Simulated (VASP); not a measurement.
# Si3BTe2 (P4mm) in VASP: further runs, part 2 of 2

VASP 6.6.1. Earlier steps stand in the parts before.

### 3 Relaxation of cell and atoms, PBE

This run uses another cell than the first one, of 21.16 Å³/atom.

File INCAR:

```
SYSTEM = Si3BTe2
PREC = Accurate
ENCUT = 600
EDIFF = 1E-6
ISMEAR = 0
SIGMA = 0.1
LREAL = .FALSE.
LASPH = .TRUE.
NELM = 80
ALGO = Normal
ISIF = 3
LWAVE = .FALSE.
LCHARG = .FALSE.
GGA = PE
IBRION = 2
NSW = 90
EDIFFG = -0.04
```

File KPOINTS:

```
regular mesh
0
G
  6 6 2
  0 0 0
```

File POSCAR:

```
Si3BTe2
1.0
    3.5302676800      0.0000000000      0.0000000000
    0.0000000000      3.5302676800      0.0000000000
    0.0000000000      0.0000000000     10.1894723200
Si B Te
3 1 2
Direct
    0.0000000000      0.0000000000      0.6746923900
    0.0000000000      0.0000000000      0.3274696500
    0.5000000000      0.5000000000      0.8249817500
    0.5000000000      0.5000000000      0.1713354600
    0.0000000000      0.0000000000      0.9999432600
    0.5000000000      0.5000000000      0.5015775000
```

Potentials or basis: VASP PAW PBE potentials, release 64 (Si, B, Te).

Launch:

```sh
$ cat potpaw_PBE.64/Si/POTCAR potpaw_PBE.64/B/POTCAR potpaw_PBE.64/Te/POTCAR > POTCAR
$ mpirun -np 1 vasp_std > vasp.out
```

Wall time 32 min (1 thread of Oxide Virtual Turin-like, shared host); peak memory 0.26 GiB.

It converged, with:

```
Free energy                           : -25.7466 eV
Relaxed volume                        : 20.15 Å³/atom
Relaxed cell                          : a = 3.292 Å, b = 3.292 Å, c = 11.156 Å, α = 90.00°, β = 90.00°, γ = 90.00°
Space group after relaxing (to 0.1 Å) : P4mm (No. 99)
Energy gained by relaxing             : 525.8 meV/atom
Ionic steps                           : 38
Pressure after relaxing               : -0.1 GPa
Largest force after relaxing          : 0.034 eV/Å
Band gap on the k mesh                : zero (an odd number of electrons rules out a gap without spin polarisation)
```

Forces in eV/Å, atoms in the order of the input:
```
Si   0.000  0.000  0.034
Si   0.000  0.000 -0.008
Si   0.000  0.000 -0.017
B    0.000  0.000  0.000
Te   0.000  0.000  0.001
Te   0.000  0.000 -0.010
```

Stress tensor (GPa, compression positive):
```
-0.14  0.00  0.00
 0.00 -0.14  0.00
 0.00  0.00  0.05
```

The path:
```
step  energy change (eV)  largest force (eV/Å)  pressure (GPa)  volume (Å³)
   1              0.0000                0.8387           -6.81       126.99
   2             -0.5575                1.2720           -1.19       111.16
   3             -0.5950                1.4548            1.47       106.93
   4             -0.8806                1.5100            2.57       104.44
   5             -1.2081                1.4285            6.74        99.97
   6             -1.4518                1.0305            4.20       102.90
   7             -1.6375                1.2495            1.67       107.73
   8             -1.6445                1.6021            1.22       108.97
   9             -1.7574                1.0707           -0.55       111.45
  10             -1.8296                1.1683           -2.43       114.90
  11             -1.8455                1.2953           -4.96       121.92
  12             -1.8660                1.2482           -3.81       118.26
  13             -1.9749                1.2963           -3.31       117.73
  14             -2.2765                1.3808           -1.58       116.15
  15             -2.6679                0.8955            3.28       112.97
  16             -2.8343                0.8037            1.66       115.64
  17             -2.8687                0.9163            0.83       117.56
  18             -2.9064                0.7720            0.06       118.70
  19             -2.9539                0.3481           -1.81       121.97
  20             -2.9813                0.3266           -0.97       120.69
  21             -2.9908                0.2926           -0.07       119.46
  22             -3.0003                0.2482            0.14       119.19
  23             -3.0136                0.2404            0.79       118.44
  24             -3.0217                0.2645            0.49       118.96
  25             -3.0352                0.3208           -0.33       120.51
  26             -3.0358                0.3326           -0.55       120.97
  27             -3.0434                0.3373           -0.56       121.11
  28             -3.0640                0.3742           -0.62       121.53
  29             -3.0831                0.5771           -0.84       122.38
  30             -3.0952                0.5459           -0.77       122.23
  31             -3.1204                0.4587           -0.56       121.78
  32             -3.1099                0.6253           -0.22       120.84
  33             -3.1271                0.3959           -0.45       121.46
  34             -3.1403                0.2903           -0.30       121.18
  35             -3.1520                0.1593            0.08       120.56
  36             -3.1520                0.1556            0.10       120.53
  37             -3.1534                0.1197            0.06       120.62
  38             -3.1551                0.0338           -0.08       120.88
```

Final structure:
```
Si B Te
1.0
     3.29171    0.00000    0.00000
     0.00000    3.29171    0.00000
     0.00000    0.00000   11.15634
Si B Te
3 1 2
Direct
  0.00000 0.00000 0.76725
  0.00000 0.00000 0.24952
  0.50000 0.50000 0.72473
  0.50000 0.50000 0.27027
  0.00000 0.00000 0.00943
  0.50000 0.50000 0.47881
```

Levels at points of the mesh, in eV from the Fermi level:
```
           k point  band 10  band 11  band 12  band 13  band 14  band 15  band 16  band 17
(0.00, 0.00, 0.00)    -0.89    -0.89     1.07     1.07     1.11     1.56     1.99     1.99
(0.50, 0.00, 0.00)    -3.73     0.54     0.74     0.82     1.54     1.84     2.53     3.04
(0.50, 0.50, 0.00)    -4.85    -3.84    -3.84    -2.63    -2.63    -2.06    -1.77     1.03
(0.00, 0.00, 0.50)    -1.02     0.23     1.05     1.37     1.37     1.38     1.68     1.68
(0.50, 0.00, 0.50)    -2.98    -0.43    -0.35     0.82     1.54     1.84     2.52     3.16
(0.50, 0.50, 0.50)    -4.83    -3.49    -3.49    -2.96    -2.96    -2.18    -1.85     1.67
```

Caveat: the highest band is partly filled, so the run has too few bands; spin-orbit coupling is left out, which moves the levels of the heavy elements; an odd number of electrons without spin polarisation forces a metal; a magnetic or distorted state may lie lower.

### 4 Relaxation of cell and atoms, PBE

This run uses another cell than the first one, of 20.60 Å³/atom.

File INCAR:

```
SYSTEM = Si3BTe2
  PREC = Accurate
  ENCUT = 600
  EDIFF = 1E-6
  ISMEAR = 0
  SIGMA = 0.1
  LREAL = .False.
  LASPH = .True.
  NELM = 80
  ALGO = Fast
  ISIF = 3
  LWAVE = .False.
  LCHARG = .False.
  GGA = PE
  IBRION = 2
  NSW = 100
  EDIFFG = -0.01
```

File KPOINTS:

```
regular mesh
0
Gamma
  12 12 4
  0 0 0
```

File POSCAR:

```
Si3BTe2
1.0
    3.1217777188      0.0000000000      0.0000000000
    0.0000000000      3.1217777188      0.0000000000
    0.0000000000      0.0000000000     12.6797877206
Si B Te
3 1 2
Direct
    0.0000000000      0.0000000000      0.7003292011
    0.0000000000      0.0000000000      0.2447502158
    0.5000000000      0.5000000000      0.7871409341
    0.5000000000      0.5000000000      0.2773791067
    0.0000000000      0.0000000000      0.0365357334
    0.5000000000      0.5000000000      0.4538648189
```

Launch:

```sh
$ cat potpaw_PBE.64/Si/POTCAR potpaw_PBE.64/B/POTCAR potpaw_PBE.64/Te/POTCAR > POTCAR
$ mpirun -np 1 vasp_std > vasp.out
```

It took 33 min on 1 thread of Oxide Virtual Turin-like, shared host; peak memory 0.43 GiB.

Results (log left out):

```
Free energy                           : -26.0360 eV
Relaxed volume                        : 20.72 Å³/atom
Relaxed cell                          : a = 3.134 Å, b = 3.134 Å, c = 12.657 Å, α = 90.00°, β = 90.00°, γ = 90.00°
Space group after relaxing (to 0.1 Å) : P4mm (No. 99)
Energy gained by relaxing             : 0.5 meV/atom
Ionic steps                           : 12
Pressure after relaxing               : 0.0 GPa
Largest force after relaxing          : 0.007 eV/Å
```

Forces on the atoms (eV/Å):
```
Si   0.000  0.000  0.004
Si   0.000  0.000 -0.007
Si   0.000  0.000  0.004
B    0.000  0.000  0.002
Te   0.000  0.000 -0.004
Te   0.000  0.000  0.001
```

Step by step:
```tsv
step	energy change (eV)	largest force (eV/Å)	pressure (GPa)	volume (Å³)
1	0.0000	0.1349	0.41	123.57
2	-0.0017	0.0583	-0.21	124.52
3	-0.0018	0.0484	-0.11	124.34
4	-0.0022	0.0387	-0.04	124.23
5	-0.0024	0.0318	0.00	124.17
6	-0.0024	0.0468	0.07	124.06
7	-0.0025	0.0285	0.03	124.14
8	-0.0026	0.0244	0.02	124.18
9	-0.0028	0.0146	-0.02	124.31
10	-0.0028	0.0165	-0.03	124.37
11	-0.0028	0.0119	0.07	124.23
12	-0.0029	0.0073	0.03	124.30
```

Final structure:
```xyz
6
Lattice="3.1337 0.0000 0.0000 0.0000 3.1337 0.0000 0.0000 0.0000 12.6572" Properties=species:S:1:pos:R:3 pbc="T T T"
Si    0.0000    0.0000    8.8820
Si    0.0000    3.1337    3.0920
Si    1.5669    1.5669    9.9523
B     1.5669    1.5669    3.5019
Te    0.0000    3.1337    0.4600
Te    1.5669    1.5669    5.7549
```

Levels at points of the mesh, in eV from the Fermi level:
| k point | band 11 | band 12 | band 13 | band 14 | band 15 | band 16 |
| --- | --- | --- | --- | --- | --- | --- |
| (0.00, 0.00, 0.00) | 0.52 | 1.36 | 1.90 | 1.90 | 2.24 | 2.58 |
| (0.50, 0.00, 0.00) | -1.31 | -1.24 | 1.47 | 1.99 | 2.51 | 3.20 |
| (0.50, 0.50, 0.00) | -4.06 | -4.06 | -3.07 | -3.07 | -1.17 | -1.12 |
| (0.00, 0.00, 0.50) | 0.51 | 0.51 | 1.94 | 1.94 | 2.54 | 2.54 |
| (0.50, 0.00, 0.50) | -1.73 | -1.68 | 1.47 | 2.77 | 3.20 | 3.39 |
| (0.50, 0.50, 0.50) | -3.99 | -3.99 | -3.13 | -3.13 | -1.22 | -1.16 |

Caveat: the highest band is partly filled, so the run has too few bands; spin-orbit coupling is left out, which moves the levels of the heavy elements.

### 5 The runs side by side

```tsv
task	cell	k mesh	cutoff (eV)	gap on the mesh (eV)	pressure (GPa)	relaxed volume (Å³/atom)	largest force (eV/Å)
single point	a = 3.132, b = 3.132, c = 12.668 Å, 6 atoms, atomic positions A	12 × 12 × 4	520	none	0.0	-	0.03
relaxation of cell and atoms	relaxed from a = 3.530, b = 3.530, c = 10.189 Å, 6 atoms, atomic positions B	6 × 6 × 2	600	none	-0.1	20.15	0.03
relaxation of cell and atoms	relaxed from a = 3.122, b = 3.122, c = 12.680 Å, 6 atoms, atomic positions C	12 × 12 × 4	600	-	0.0	20.72	0.01
```

Alike in all rows: level PBE; potentials or basis VASP PAW PBE potentials, release 64 (Si, B, Te); no spin polarisation; smearing gaussian 0.1 eV.

Caveats: spin-orbit coupling is left out, which moves the levels of the heavy elements; an odd number of electrons without spin polarisation forces a metal (at least some runs); a magnetic or distorted state may lie lower (at least some runs); the highest band is partly filled, so the run has too few bands (at least some runs).

Absolute energies hang on the potentials; compare differences alone.
